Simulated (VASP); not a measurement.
# WC (P1) in VASP: single point with PBEsol

Aim: the single point of WC with PBEsol.

All numbers are computed with VASP 6.6.1; they aren't measurements. Logs are shortened: lines on timing, memory, paths and dates and some standing lists are left out, and cuts for length are marked.

## (1) The cell of the first run

The typed cell holds 2 atoms: a = 2.925 Å, b = 3.167 Å, c = 3.405 Å, α = 53.39°, β = 55.99°, γ = 59.54°.

## (2) Single point, PBEsol

INCAR reads:

```
PREC     = Accurate       # precision mode
ENCUT    = 520            # plane-wave cutoff, eV
EDIFF    = 1E-6           # SCF threshold, eV
ISMEAR   = 0              # smearing method
SIGMA    = 0.15           # smearing width, eV
LREAL    = False          # projectors in reciprocal space
LASPH    = True           # aspherical terms in the spheres
NELM     = 100            # most SCF steps
ALGO     = Normal         # electronic algorithm
ISIF     = 2              # what is computed and relaxed
LWAVE    = False          # write WAVECAR
LCHARG   = False          # write CHGCAR
GGA      = PS             # functional
NBANDS   = 16             # bands
```

KPOINTS reads:

```
regular mesh
0
Gamma
  14 14 14
```

POSCAR reads:

```
WC
1.0
    0.1915247451      2.1646537993      1.9574129002
    2.4267384216      0.1180277505      2.0309098948
    2.4997678423      2.3111802147      0.0449983298
W C
1 1
Direct
   -0.0019662454      0.0008060836     -0.0006695964
    0.5019662454      0.4991939164      0.5006695964
```

Potentials or basis: VASP PAW PBE potentials, release 64 (W_sv, C).

Run with:

```bash
> cat potpaw_PBE.64/W_sv/POTCAR potpaw_PBE.64/C/POTCAR > POTCAR
> mpirun -np 1 vasp_std > vasp.out
```

OUTCAR:

```text
PREC = Accurate
   ENCUT = 520
   EDIFF = 1E-6
   ISMEAR = 0
   LREAL = False
   LASPH = True
   NELM = 100
   ISIF = 2
   GGA = PS

 ion  position               nearest neighbor table
   1  0.998  0.001  0.999-   2 1.97   2 1.98   2 2.17   2 2.19   2 2.37   2 2.37
   2  0.502  0.499  0.501-   1 1.97   1 1.98   1 2.17   1 2.19   1 2.37   1 2.37

  LATTYP: Found a triclinic cell.
 ALAT       =     6.8169790502
 B/A-ratio  =     1.0894700221
 C/A-ratio  =     1.2032067204
 COS(alpha) =     0.0006210767
 COS(beta)  =     0.6673814619
 COS(gamma) =     0.7435312289

  Lattice vectors:

 A1 = (  -0.4560789109,  -6.5224600628,  -1.9289142354)
 A2 = (   1.9251936070,  -4.1827811832,  -5.8272403708)
 A3 = (  -2.6458266837,  -6.6974851431,   3.9268248002)

Analysis of symmetry for initial positions (statically):
=====================================================================
 Subroutine PRICEL returns:
 Original cell was already a primitive cell.

 Routine SETGRP: Setting up the symmetry group for a
 triclinic supercell.

 Subroutine GETGRP returns: Found  1 space group operations
 (whereof  1 operations were pure point group operations)
 out of a pool of  2 trial point group operations.

The static configuration has the point symmetry C_1 .

Analysis of symmetry for dynamics (positions and initial velocities):
=====================================================================
 Subroutine PRICEL returns:
 Original cell was already a primitive cell.

 Routine SETGRP: Setting up the symmetry group for a
 triclinic supercell.

 Subroutine GETGRP returns: Found  1 space group operations
 (whereof  1 operations were pure point group operations)
 out of a pool of  2 trial point group operations.

The dynamic configuration has the point symmetry C_1 .

 Subroutine INISYM returns: Found  1 space group operations
 (whereof  1 operations are pure point group operations),
 and found     1 'primitive' translations

----------------------------------------------------------------------------------------

                                     Primitive cell

  volume of cell :      20.2561

  direct lattice vectors                    reciprocal lattice vectors
     0.191524745  2.164653799  1.957412900    -0.231460911  0.245240306  0.262320807
     2.426738422  0.118027751  2.030909895     0.218528511 -0.241135632  0.245283734
     2.499767842  2.311180215  0.044998330     0.205626678  0.215301400 -0.258216134

  length of vectors
     2.924700508  3.166636215  3.404764030     0.427234323  0.407510998  0.394097191

  position of ions in fractional coordinates (direct lattice)
     0.998033755  0.000806084  0.999330404
     0.501966245  0.499193916  0.500669596

  ion indices of the primitive-cell ions
   primitive index   ion index
                 1           1
                 2           2

----------------------------------------------------------------------------------------

 KPOINTS: regular mesh

Automatic generation of k-mesh.
 Grid dimensions read from file:
 generate k-points for:   14   14   14

 Generating k-lattice:

  Cartesian coordinates                     Fractional coordinates (reciprocal lattice)
    -0.016532922  0.017517165  0.018737201     0.071428571  0.000000000  0.000000000
     0.015609179 -0.017223974  0.017520267     0.000000000  0.071428571 -0.000000000
     0.014687620  0.015378671 -0.018444010     0.000000000 -0.000000000  0.071428571

  Length of vectors
     0.030516737  0.029107928  0.028149799

  Shift w.r.t. Gamma in fractional coordinates (k-lattice)
     0.000000000  0.000000000  0.000000000

 Subroutine IBZKPT returns following result:
 ===========================================

 Found   1376 irreducible k-points:

 Following reciprocal coordinates:
            Coordinates               Weight
  0.000000  0.000000  0.000000      1.000000
  0.071429 -0.000000  0.000000      2.000000
  0.142857 -0.000000  0.000000      2.000000
  0.214286 -0.000000  0.000000      2.000000
  0.285714  0.000000  0.000000      2.000000
  0.357143  0.000000  0.000000      2.000000
[... 16 lines left out ...]
  0.000000  0.142857 -0.000000      2.000000
  0.071429  0.142857 -0.000000      2.000000
 [... further k-points ...]
   k-points           NKPTS =   1376   k-points in BZ     NKDIM =   1376   number of bands    NBANDS=     16
   number of dos      NEDOS =    301   number of ions     NIONS =      2
   total plane-waves  NPLWV =  16128
   dimension x,y,z NGX =    24 NGY =   24 NGZ =   28
   dimension x,y,z NGXF=    48 NGYF=   48 NGZF=   56
   ions per type =               1   1
   NGX,Y,Z   is equivalent  to a cutoff of  13.64, 12.60, 13.67 a.u.
   NGXF,Y,Z  is equivalent  to a cutoff of  27.28, 25.20, 27.34 a.u.
 SYSTEM =  unknown system
   PREC   = accura    normal or accurate (medium, high low for compatibility)
   ISTART =      0    job   : 0-new  1-cont  2-samecut
   ICHARG =      2    charge: 1-file 2-atom 10-const
   ISPIN  =      1    spin polarized calculation?
   LNONCOLLINEAR =      F non collinear calculations
   LSORBIT =      F    spin-orbit coupling
   LASPH  =      T    aspherical Exc in radial PAW
   ENCUT  =  520.0 eV  38.22 Ry    6.18 a.u.   5.44  5.89  6.33*2*pi/ulx,y,z
   NELM   =    100;   NELMIN=  2; NELMDL= -5     # of ELM steps
   EDIFF  = 0.1E-05   stopping-criterion for ELM
   LREAL  =      F    real-space projection
   EDIFFG = 0.1E-04   stopping-criterion for IOM
   NSW    =      0    number of steps for IOM
   IBRION =     -1    ionic relax: 0-MD 1-quasi-New 2-CG
   NFREE  =      0    steps in history (QN), initial steepest desc. (CG)
   ISIF   =      2    stress and relaxation
   ISYM   =      2    0-nonsym 1-usesym 2-fastsym
   POTIM  = 0.5000    time-step for ionic-motion
   TEBEG  =    0.0;   TEEND  =   0.0 temperature during run
   PSTRESS=    0.0 pullay stress
   NELECT =      18.0000    total number of electrons
   NUPDOWN=      -1.0000    fix difference up-down
   EMIN   =  10.00;   EMAX   =-10.00  energy-range for DOS
   EFERMI =   0.00;   METHOD = LEGACY
   ISMEAR =     0;   SIGMA  =   0.15  broadening in eV -4-tet -1-fermi 0-gaus
   EFERMI_NEDOS =   21; number of points for ismear=-14 and -15
   IALGO  =     38    algorithm
   IMIX   =      4    mixing-type and parameters
     AMIX     =   0.40;   BMIX     =  1.00
     AMIX_MAG =   1.60;   BMIX_MAG =  1.00
  volume/ion in A,a.u.               =      10.13        68.35
  Fermi-wavevector in a.u.,A,eV,Ry     =   1.573913  2.974264 33.704366  2.477201
  Thomas-Fermi vector in A             =   2.675126
   LORBIT       =      0    0 simple, 1 ext, 2 COOP (PROOUT), +10 PAW based schemes
   GGA     = PS    functional components
   LHFCALC =     F    Hartree Fock is set to
   AEXX    =    0.0000 exact exchange contribution
   IVDW    =     0    specifies the selected vdW correction
   LEPSILON=     F    determine dielectric tensor
   LRPA    =     F    only Hartree local field effects (RPA)
 non-spin polarized calculation
 Gauss-broadening in eV      SIGMA  =   0.15
  energy-cutoff  :      520.00
  volume of cell :       20.26
 maximum number of plane-waves:       561
 NGX is ok and might be reduce to    24
   NGX = 11   NGY = 11   NGZ = 13

 number of electron      18.0000001 magnetization

 Free energy of the ion-electron system (eV)
  ---------------------------------------------------
  ext. energy  EPLUGINS =         0.00000000
  ---------------------------------------------------
  free energy    TOTEN  =       -22.23329252 eV

  energy without entropy =      -22.22076618  energy(sigma->0) =      -22.22702935

 E-fermi :  12.6301     XC(G=0): -14.0265

 val. band max:       12.6300373435   @ k =  -0.3571  -0.0714   0.4286
 cond. band min:      12.6329299897   @ k =  -0.0714   0.2143   0.0714
 fundamental gap:      0.0028926462
 Fermi energy:        12.6301328088

 k-point     1 :       0.0000    0.0000    0.0000
  band No.  band energies     occupation
      1     -62.3508      2.00000
      2     -26.5122      2.00000
      3     -26.3727      2.00000
      4     -26.2742      2.00000
      5      -3.3364      2.00000
      6       8.5321      2.00000
[... 8 lines left out ...]
     15      22.9529      0.00000
     16      33.4305      0.00000

 k-point     2 :       0.0714   -0.0000    0.0000
  band No.  band energies     occupation
      1     -62.3476      2.00000
      2     -26.5265      2.00000
      3     -26.3822      2.00000
      4     -26.3053      2.00000
      5      -3.1655      2.00000
      6       8.4770      2.00000
[... 8 lines left out ...]
     15      23.4804      0.00000
     16      33.2361      0.00000

 k-point     3 :       0.1429   -0.0000    0.0000
  band No.  band energies     occupation
      1     -62.3386      2.00000
      2     -26.5820      2.00000
      3     -26.4152      2.00000
      4     -26.3691      2.00000
      5      -2.6711      2.00000
      6       7.8062      2.00000
[... 8 lines left out ...]
     15      24.7119      0.00000
     16      32.1338      0.00000

 k-point     4 :       0.2143   -0.0000    0.0000
  band No.  band energies     occupation
      1     -62.3257      2.00000
      2     -26.7015      2.00000
      3     -26.4741      2.00000
      4     -26.4064      2.00000
      5      -1.9038      2.00000
      6       6.8266      2.00000
[... 8 lines left out ...]
     15      25.9060      0.00000
     16      30.2980      0.00000
[... 324 lines left out ...]
 k-point    22 :      -0.0714    0.0714   -0.0000
  band No.  band energies     occupation
      1     -62.3436      2.00000
      2     -26.5374      2.00000
      3     -26.3868      2.00000
      4     -26.3616      2.00000
      5      -2.9707      2.00000
      6       8.6013      2.00000
[... 8 lines left out ...]
     15      24.0761      0.00000
     16      32.2068      0.00000

 k-point    23 :       0.0000    0.1429   -0.0000
  band No.  band energies     occupation
      1     -62.3412      2.00000
      2     -26.5946      2.00000
      3     -26.4035      2.00000
      4     -26.3366      2.00000
      5      -2.7150      2.00000
      6       7.7284      2.00000
[... 8 lines left out ...]
     15      24.2711      0.00000
     16      31.3823      0.00000

 k-point    24 :       0.0714    0.1429   -0.0000
  band No.  band energies     occupation
      1     -62.3411      2.00000
      2     -26.6017      2.00000
      3     -26.4221      2.00000
      4     -26.3116      2.00000
      5      -2.6339      2.00000
      6       7.7713      2.00000
[... 8 lines left out ...]
     15      24.2888      0.00000
     16      31.2139      0.00000

 [... further k-points ...]
[... 5 lines left out ...]
  --------------------------------------------------------------------------------------
  -------------------------------------------------------------------------------------
  Total       -2.9327632      0.8282703     12.4592768     -0.1255296      0.4683433     -0.5629420
  in kB     -231.9703407     65.5130126    985.4810785     -9.9289106     37.0441618    -44.5265550
  external PRESSURE =     273.0079168 kB  Pullay stress =       0.0000000 kB

 VOLUME and BASIS-vectors are now :
 -----------------------------------------------------------------------------
  energy-cutoff  :      520.00
  volume of cell :       20.26
      direct lattice vectors                 reciprocal lattice vectors
     0.191524745  2.164653799  1.957412900    -0.231460911  0.245240306  0.262320807
     2.426738422  0.118027751  2.030909895     0.218528511 -0.241135632  0.245283734
     2.499767842  2.311180215  0.044998330     0.205626678  0.215301400 -0.258216134

 POSITION                                       TOTAL-FORCE (eV/Angst)
 -----------------------------------------------------------------------------------
      2.69120      4.47013      2.00017        -0.004466      0.054420      0.136762
      2.55911      2.30264      2.01890         0.004466     -0.054420     -0.136762
 -----------------------------------------------------------------------------------
    total drift:                               -0.000019      0.000008     -0.000035

  FREE ENERGIE OF THE ION-ELECTRON SYSTEM (eV)
  ---------------------------------------------------
  free  energy   TOTEN  =       -22.2332925238 eV

  energy  without entropy=      -22.2207661822  energy(sigma->0) =      -22.22702935
```

It took 2.3 min on 1 thread of Intel Xeon 6975P-C (Granite Rapids), shared host; peak memory 0.52 GiB.

What came out:

| Item | Value |
| --- | --- |
| Free energy | -22.2333 eV |
| Pressure | 27.3 GPa |
| Largest force | 0.147 eV/Å |
| Band gap on the k mesh | zero (bands 9 and 10 overlap by 3.68 eV) |

Forces in eV/Å, atoms in the order of the input:
```
W   -0.004  0.054  0.137
C    0.004 -0.054 -0.137
```

Levels at points of the mesh, in eV from the Fermi level:
```csv
k point,band 7,band 8,band 9,band 10,band 11,band 12
"(0.00, 0.00, 0.00)",-2.41,-2.27,-1.54,-1.12,-0.76,-0.26
"(0.50, 0.00, 0.00)",-7.80,-7.07,1.88,2.38,3.69,4.28
"(0.00, 0.50, 0.00)",-7.53,-6.49,1.25,2.07,3.65,4.81
"(0.50, 0.50, 0.00)",-4.09,-3.60,-2.19,1.06,2.18,3.24
"(0.00, 0.00, 0.50)",-7.15,-6.13,-0.44,2.40,3.63,5.34
"(0.50, 0.00, 0.50)",-5.54,-2.55,-1.56,-0.33,2.12,3.42
"(0.00, 0.50, 0.50)",-5.77,-2.03,-1.27,0.42,2.09,2.73
"(0.50, 0.50, 0.50)",-6.76,-6.04,-0.26,1.91,3.37,5.70
```

Caveat: the stress differs along the axes, from -23 to 99 GPa; the PAW data sets were made with another functional, which shifts forces and pressure a little; spin-orbit coupling is left out, which moves the levels of the heavy elements.
